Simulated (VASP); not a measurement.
# MgO (I4mm) in VASP: further runs

Runs on MgO. Level: PBEsol. Tasks: single point.

Everything below comes from runs of VASP 6.6.1. Logs are shortened: lines on timing, memory, paths and dates and some standing lists are left out, and cuts for length are marked.

### 1 The cell of the first run

It takes space group I4mm (No. 107, tetragonal). The conventional cell has a = 2.906 Å, b = 2.906 Å, c = 4.110 Å, α = 90.00°, β = 90.00°, γ = 90.00°. Mg (site symmetry 4mm) has 5 O at 1.73 to 2.08 Å within 2.3 Å. O (site symmetry 4mm) has 5 Mg at 1.73 to 2.08 Å within 2.3 Å.

### 2 Single point, PBEsol

File INCAR:

```
SYSTEM = MgO
PREC     = Accurate       ! precision mode
ENCUT    = 520            ! plane-wave cutoff, eV
EDIFF    = 1E-7           ! SCF threshold, eV
ISMEAR   = 0              ! smearing method
SIGMA    = 0.05           ! smearing width, eV
LREAL    = .FALSE.        ! projectors in reciprocal space
LASPH    = .TRUE.         ! aspherical terms in the spheres
NELM     = 60             ! most SCF steps
ALGO     = Normal         ! electronic algorithm
ISIF     = 2              ! what is computed and relaxed
LWAVE    = .FALSE.        ! write WAVECAR
LCHARG   = .FALSE.        ! write CHGCAR
GGA      = PS             ! functional
NBANDS   = 11             ! bands
```

File KPOINTS:

```
regular mesh
0
G
  10 10 10
  0 0 0
```

File POSCAR:

```
MgO
1.0
    0.0000000000      2.0549060650      2.0549060650
    2.0549060650      0.0000000000      2.0549060650
    2.0549060650      2.0549060650      0.0000000000
Mg O
1 1
Direct
    0.0315450506      0.0315450506     -0.0315450506
    0.4520781014      0.4520781014      0.5479218986
```

Potentials or basis: VASP PAW PBE potentials, release 64 (Mg, O).

Launch:

```sh
> cat potpaw_PBE.64/Mg/POTCAR potpaw_PBE.64/O/POTCAR > POTCAR
> mpirun -np 1 vasp_std > vasp.out
```

OUTCAR:

```text
SYSTEM = MgO
   PREC = Accurate
   ENCUT = 520
   EDIFF = 1E-7
   ISMEAR = 0
   LREAL = .FALSE.
   LASPH = .TRUE.
   NELM = 60
   ISIF = 2
   GGA = PS

 ion  position               nearest neighbor table
   1  0.032  0.032  0.968-   2 1.73   2 2.08   2 2.08   2 2.08   2 2.08   2 2.38
   2  0.452  0.452  0.548-   1 1.73   1 2.08   1 2.08   1 2.08   1 2.08   1 2.38

  LATTYP: Found a face centered cubic cell.
 ALAT       =     4.1098121300

  Lattice vectors:

 A1 = (   0.0000000000,   2.0549060650,   2.0549060650)
 A2 = (   2.0549060650,   0.0000000000,   2.0549060650)
 A3 = (   2.0549060650,   2.0549060650,   0.0000000000)

Analysis of symmetry for initial positions (statically):
=====================================================================
 Subroutine PRICEL returns:
 Original cell was already a primitive cell.

 Routine SETGRP: Setting up the symmetry group for a
 face centered cubic supercell.

 Subroutine GETGRP returns: Found  8 space group operations
 (whereof  8 operations were pure point group operations)
 out of a pool of 48 trial point group operations.

The static configuration has the point symmetry C_4v.

Analysis of symmetry for dynamics (positions and initial velocities):
=====================================================================
 Subroutine PRICEL returns:
 Original cell was already a primitive cell.

 Routine SETGRP: Setting up the symmetry group for a
 face centered cubic supercell.

 Subroutine GETGRP returns: Found  8 space group operations
 (whereof  8 operations were pure point group operations)
 out of a pool of 48 trial point group operations.

The dynamic configuration has the point symmetry C_4v.

 Subroutine INISYM returns: Found  8 space group operations
 (whereof  8 operations are pure point group operations),
 and found     1 'primitive' translations

----------------------------------------------------------------------------------------

                                     Primitive cell

  volume of cell :      17.3543

  direct lattice vectors                    reciprocal lattice vectors
     0.000000000  2.054906065  2.054906065    -0.243320125  0.243320125  0.243320125
     2.054906065  0.000000000  2.054906065     0.243320125 -0.243320125  0.243320125
     2.054906065  2.054906065  0.000000000     0.243320125  0.243320125 -0.243320125

  length of vectors
     2.906076027  2.906076027  2.906076027     0.421442818  0.421442818  0.421442818

  position of ions in fractional coordinates (direct lattice)
     0.031545051  0.031545051  0.968454949
     0.452078101  0.452078101  0.547921899

  ion indices of the primitive-cell ions
   primitive index   ion index
                 1           1
                 2           2

----------------------------------------------------------------------------------------

 KPOINTS: regular mesh

Automatic generation of k-mesh.
 Grid dimensions read from file:
 generate k-points for:   10   10   10

 Generating k-lattice:

  Cartesian coordinates                     Fractional coordinates (reciprocal lattice)
    -0.024332012  0.024332012  0.024332012     0.100000000  0.000000000  0.000000000
     0.024332012 -0.024332012  0.024332012     0.000000000  0.100000000  0.000000000
     0.024332012  0.024332012 -0.024332012     0.000000000  0.000000000  0.100000000

  Length of vectors
     0.042144282  0.042144282  0.042144282

  Shift w.r.t. Gamma in fractional coordinates (k-lattice)
     0.000000000  0.000000000  0.000000000

 Subroutine IBZKPT returns following result:
 ===========================================

 Found    102 irreducible k-points:

 Following reciprocal coordinates:
            Coordinates               Weight
  0.000000  0.000000  0.000000      1.000000
  0.100000  0.000000  0.000000      8.000000
  0.200000  0.000000  0.000000      8.000000
  0.300000  0.000000  0.000000      8.000000
  0.400000  0.000000  0.000000      8.000000
  0.500000  0.000000  0.000000      4.000000
[... 16 lines left out ...]
 -0.100000  0.100000  0.000000      4.000000
  0.000000 -0.100000  0.100000      8.000000
 [... further k-points ...]
   k-points           NKPTS =    102   k-points in BZ     NKDIM =    102   number of bands    NBANDS=     11
   number of dos      NEDOS =    301   number of ions     NIONS =      2
   total plane-waves  NPLWV =  13824
   dimension x,y,z NGX =    24 NGY =   24 NGZ =   24
   dimension x,y,z NGXF=    48 NGYF=   48 NGZF=   48
   ions per type =               1   1
   NGX,Y,Z   is equivalent  to a cutoff of  13.73, 13.73, 13.73 a.u.
   NGXF,Y,Z  is equivalent  to a cutoff of  27.46, 27.46, 27.46 a.u.
 SYSTEM =  MgO
   PREC   = accura    normal or accurate (medium, high low for compatibility)
   ISTART =      0    job   : 0-new  1-cont  2-samecut
   ICHARG =      2    charge: 1-file 2-atom 10-const
   ISPIN  =      1    spin polarized calculation?
   LNONCOLLINEAR =      F non collinear calculations
   LSORBIT =      F    spin-orbit coupling
   LASPH  =      T    aspherical Exc in radial PAW
   ENCUT  =  520.0 eV  38.22 Ry    6.18 a.u.   5.40  5.40  5.40*2*pi/ulx,y,z
   NELM   =     60;   NELMIN=  2; NELMDL= -5     # of ELM steps
   EDIFF  = 0.1E-06   stopping-criterion for ELM
   LREAL  =      F    real-space projection
   EDIFFG = 0.1E-05   stopping-criterion for IOM
   NSW    =      0    number of steps for IOM
   IBRION =     -1    ionic relax: 0-MD 1-quasi-New 2-CG
   NFREE  =      0    steps in history (QN), initial steepest desc. (CG)
   ISIF   =      2    stress and relaxation
   ISYM   =      2    0-nonsym 1-usesym 2-fastsym
   POTIM  = 0.5000    time-step for ionic-motion
   TEBEG  =    0.0;   TEEND  =   0.0 temperature during run
   PSTRESS=    0.0 pullay stress
   NELECT =       8.0000    total number of electrons
   NUPDOWN=      -1.0000    fix difference up-down
   EMIN   =  10.00;   EMAX   =-10.00  energy-range for DOS
   EFERMI =   0.00;   METHOD = LEGACY
   ISMEAR =     0;   SIGMA  =   0.05  broadening in eV -4-tet -1-fermi 0-gaus
   EFERMI_NEDOS =   21; number of points for ismear=-14 and -15
   IALGO  =     38    algorithm
   IMIX   =      4    mixing-type and parameters
     AMIX     =   0.40;   BMIX     =  1.00
     AMIX_MAG =   1.60;   BMIX_MAG =  1.00
  volume/ion in A,a.u.               =       8.68        58.56
  Fermi-wavevector in a.u.,A,eV,Ry     =   1.264648  2.389837 21.760254  1.599334
  Thomas-Fermi vector in A             =   2.397942
   LORBIT       =      0    0 simple, 1 ext, 2 COOP (PROOUT), +10 PAW based schemes
   GGA     = PS    functional components
   LHFCALC =     F    Hartree Fock is set to
   AEXX    =    0.0000 exact exchange contribution
   IVDW    =     0    specifies the selected vdW correction
   LEPSILON=     F    determine dielectric tensor
   LRPA    =     F    only Hartree local field effects (RPA)
 non-spin polarized calculation
 Gauss-broadening in eV      SIGMA  =   0.05
  energy-cutoff  :      520.00
  volume of cell :       17.35
 maximum number of plane-waves:       483
 NGX is ok and might be reduce to    24
   NGX = 11   NGY = 11   NGZ = 11

 number of electron       8.0000000 magnetization

 Free energy of the ion-electron system (eV)
  ---------------------------------------------------
  ext. energy  EPLUGINS =         0.00000000
  ---------------------------------------------------
  free energy    TOTEN  =       -11.90357701 eV

  energy without entropy =      -11.90357701  energy(sigma->0) =      -11.90357701

 E-fermi :   3.7463     XC(G=0): -11.6292

 val. band max:        3.5131626057   @ k =   0.0000   0.0000   0.0000
 cond. band min:       8.8470455383   @ k =   0.0000   0.0000   0.0000
 fundamental gap:      5.3338829326
 Fermi energy:         3.7462570213

 k-point     1 :       0.0000    0.0000    0.0000
  band No.  band energies     occupation
      1     -13.9945      2.00000
      2       3.4270      2.00000
      3       3.5132      2.00000
      4       3.5132      2.00000
      5       8.8470      0.00000
      6      19.8837      0.00000
      7      20.1708      0.00000
      8      20.1708      0.00000
      9      23.4569      0.00000
     10      25.7697      0.00000
     11      26.1179      0.00000

 k-point     2 :       0.1000    0.0000    0.0000
  band No.  band energies     occupation
      1     -13.8755      2.00000
      2       2.7812      2.00000
      3       3.4468      2.00000
      4       3.4483      2.00000
      5       9.4609      0.00000
      6      18.5308      0.00000
      7      20.2668      0.00000
      8      20.3822      0.00000
      9      25.0831      0.00000
     10      25.1201      0.00000
     11      25.8508      0.00000

 k-point     3 :       0.2000    0.0000    0.0000
  band No.  band energies     occupation
      1     -13.5461      2.00000
      2       1.4289      2.00000
      3       3.2775      2.00000
      4       3.2831      2.00000
      5      10.6499      0.00000
      6      16.8928      0.00000
      7      20.6181      0.00000
      8      20.7645      0.00000
      9      24.5747      0.00000
     10      24.8936      0.00000
     11      27.0969      0.00000

 k-point     4 :       0.3000    0.0000    0.0000
  band No.  band energies     occupation
      1     -13.0975      2.00000
      2       0.0428      2.00000
      3       3.0773      2.00000
      4       3.0874      2.00000
      5      11.5413      0.00000
      6      16.1822      0.00000
      7      20.7542      0.00000
      8      20.7766      0.00000
      9      25.1837      0.00000
     10      25.2039      0.00000
     11      26.7579      0.00000

 k-point     5 :       0.4000    0.0000    0.0000
  band No.  band energies     occupation
      1     -12.6914      2.00000
      2      -0.9864      2.00000
      3       2.9217      2.00000
      4       2.9354      2.00000
      5      11.8085      0.00000
      6      16.3010      0.00000
      7      20.5378      0.00000
      8      20.7376      0.00000
      9      25.2350      0.00000
     10      26.6541      0.00000
     11      27.2438      0.00000
[... 211 lines left out ...]
 k-point    21 :      -0.2000    0.1000    0.0000
  band No.  band energies     occupation
      1     -13.3202      2.00000
      2       0.8208      2.00000
      3       2.9009      2.00000
      4       3.2522      2.00000
      5      11.4732      0.00000
      6      16.1254      0.00000
      7      20.2621      0.00000
      8      21.0272      0.00000
      9      23.5541      0.00000
     10      25.5688      0.00000
     11      28.7522      0.00000

 k-point    22 :       0.0000   -0.2000    0.1000
  band No.  band energies     occupation
      1     -13.3183      2.00000
      2       0.8993      2.00000
      3       2.8116      2.00000
      4       3.2384      2.00000
      5      11.3630      0.00000
      6      16.3406      0.00000
      7      19.9144      0.00000
      8      21.4861      0.00000
      9      23.9732      0.00000
     10      25.6038      0.00000
     11      27.7368      0.00000

 k-point    23 :      -0.1000    0.1000    0.0000
  band No.  band energies     occupation
      1     -13.6877      2.00000
      2       2.0028      2.00000
      3       3.2213      2.00000
      4       3.4074      2.00000
      5      10.3083      0.00000
      6      17.2970      0.00000
      7      20.3847      0.00000
      8      20.6539      0.00000
      9      23.9111      0.00000
     10      25.3746      0.00000
     11      27.5731      0.00000

 k-point    24 :       0.0000   -0.1000    0.1000
  band No.  band energies     occupation
      1     -13.6867      2.00000
      2       2.0768      2.00000
      3       3.1551      2.00000
      4       3.4000      2.00000
      5      10.2313      0.00000
      6      17.4054      0.00000
      7      20.2691      0.00000
      8      20.7902      0.00000
      9      24.3885      0.00000
     10      25.4394      0.00000
     11      27.0171      0.00000

 [... further k-points ...]

------------------------ aborting loop because EDIFF is reached ----------------------------------------

  FORCE on cell =-STRESS in cart. coord.  units (eV):
  Direction    XX          YY          ZZ          XY          YZ          ZX
  --------------------------------------------------------------------------------------
  -------------------------------------------------------------------------------------
  Total        1.0544088      1.0544088      7.4375972      0.0000000      0.0000000      0.0000000
  in kB       97.3450078     97.3450078    686.6529986      0.0000000      0.0000000      0.0000000
  external PRESSURE =     293.7810048 kB  Pullay stress =       0.0000000 kB

 VOLUME and BASIS-vectors are now :
 -----------------------------------------------------------------------------
  energy-cutoff  :      520.00
  volume of cell :       17.35
      direct lattice vectors                 reciprocal lattice vectors
     0.000000000  2.054906065  2.054906065    -0.243320125  0.243320125  0.243320125
     2.054906065  0.000000000  2.054906065     0.243320125 -0.243320125  0.243320125
     2.054906065  2.054906065  0.000000000     0.243320125  0.243320125 -0.243320125

 POSITION                                       TOTAL-FORCE (eV/Angst)
 -----------------------------------------------------------------------------------
      2.05491      2.05491      0.12964         0.000000      0.000000     -4.410063
      2.05491      2.05491      1.85796         0.000000      0.000000      4.410063
 -----------------------------------------------------------------------------------
    total drift:                                0.000000      0.000000     -0.000235

  FREE ENERGIE OF THE ION-ELECTRON SYSTEM (eV)
  ---------------------------------------------------
  free  energy   TOTEN  =       -11.9035770119 eV

  energy  without entropy=      -11.9035770119  energy(sigma->0) =      -11.90357701
```

It took 14 s on 1 thread of Intel Xeon Platinum 8488C (Sapphire Rapids), shared host; peak memory 0.15 GiB.

What came out:

```yaml
Free_energy: -11.9036 eV
Pressure: 29.4 GPa
Largest_force: 4.410 eV/Å
Band_gap_on_the_k_mesh: 5.33 eV, direct
```

Forces on the atoms (eV/Å):
```
Mg   0.000  0.000 -4.410
O    0.000  0.000  4.410
```

Stress tensor (GPa, compression positive):
```
 9.73  0.00  0.00
 0.00  9.73  0.00
 0.00  0.00 68.67
```

Caveat: the PAW data sets were made with another functional, which shifts forces and pressure a little.

### 3 Single point, PBEsol

This run uses another cell than the first one, of 8.90 Å³/atom, 1.026 times its volume.

File INCAR:

```
  PREC = Accurate
  ENCUT = 520
  EDIFF = 1E-6
  ISMEAR = 0
  SIGMA = 0.05
  LREAL = False
  LASPH = True
  NELM = 80
  ALGO = Normal
  ISIF = 2
  LWAVE = False
  LCHARG = True
  GGA = PS
  LELF = True
  LVHAR = True
  NBANDS = 11
```

File KPOINTS:

```
Automatic mesh
0
Gamma
  10 10 10
```

File POSCAR:

```
MgO
1.0
    0.0000000000      2.0723991115      2.0723991115
    2.0723991115      0.0000000000      2.0723991115
    2.0723991115      2.0723991115      0.0000000000
Mg O
1 1
Direct
    0.0189270304      0.0189270304     -0.0189270304
    0.4712468609      0.4712468609      0.5287531391
```

Potentials or basis: VASP PAW PBE potentials, release 64 (Mg, O).

Launch:

```sh
> cat potpaw_PBE.64/Mg/POTCAR potpaw_PBE.64/O/POTCAR > POTCAR
> mpirun -np 1 vasp_std > vasp.out
```

It took 15 s on 1 thread of Intel Xeon Platinum 8488C (Sapphire Rapids), shared host; peak memory 0.15 GiB.

The run converged. Its results:

| Quantity | Value |
| --- | --- |
| Free energy | -12.3400 eV |
| Pressure | 13.2 GPa |
| Largest force | 1.707 eV/Å |
| Band gap on the k mesh | 5.10 eV, direct |

Forces in eV/Å, atoms in the order of the input:
```
Mg   0.000  0.000 -1.707
O    0.000  0.000  1.707
```

Stress tensor (GPa, compression positive):
```
 7.19  0.00  0.00
 0.00  7.19  0.00
 0.00  0.00 25.17
```

Levels at points of the mesh, in eV from the valence-band top:
```tsv
k point	band 1	band 2	band 3	band 4	band 5	band 6	band 7	band 8	band 9
(0.00, 0.00, 0.00)	-17.44	-0.05	0.00	0.00	5.10	16.01	16.11	16.11	19.82
(0.50, 0.00, 0.00)	-16.01	-4.86	-0.69	-0.68	8.08	12.89	16.66	16.81	21.39
(0.50, 0.50, 0.00)	-15.73	-4.25	-1.40	-1.40	9.02	10.12	13.57	19.66	19.66
(0.00, 0.50, 0.50)	-15.72	-4.31	-1.45	-1.40	9.15	10.20	13.55	19.54	19.87
```

Caveat: the PAW data sets were made with another functional, which shifts forces and pressure a little.

(Part 1 of 2 ends here.)
